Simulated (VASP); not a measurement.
CaAl15N16 (a cell with a defect), 32 atoms in the cell. The cell holds a defect, 32 atoms: a = 6.260 Å, b = 6.260 Å, c = 10.035 Å, α = 90.00°, β = 90.00°, γ = 120.00°. 

| Property | Result |
| --- | --- |
| Program | VASP 6.6.1 |
| Task | single point |
| Functional | LDA |
| Potentials or basis | VASP PAW LDA potentials, release 64 (Al, Ca_sv, N) |
| Cutoff | 520 eV |
| k mesh | 1 × 1 × 1, shifted |
| Occupations | fermi-dirac, width 0.01 eV |
| Spin | no spin polarisation |
| Dipole correction | no |
| Charge | 1 |
| Further INCAR settings | LREAL = Auto; ALGO = Normal; EDIFF = 1e-06; NBANDS = 90; NELECT = 134.0 |

Potentials or basis: VASP PAW LDA potentials, release 64 (Al, Ca_sv, N).

Launch:

```console
$ cat potpaw_LDA.64/Al/POTCAR potpaw_LDA.64/Ca_sv/POTCAR potpaw_LDA.64/N/POTCAR > POTCAR
$ mpirun -np 1 vasp_std > vasp.out
```

Hardware: 1 thread of Intel Xeon 8259CL, with other jobs on the host.

Estimate the wall time of this run.

It took 10 min on 1 thread of Intel Xeon 8259CL, with other jobs on the host, peak memory 0.41 GiB. Counts: scf iterations 15, k points 6.
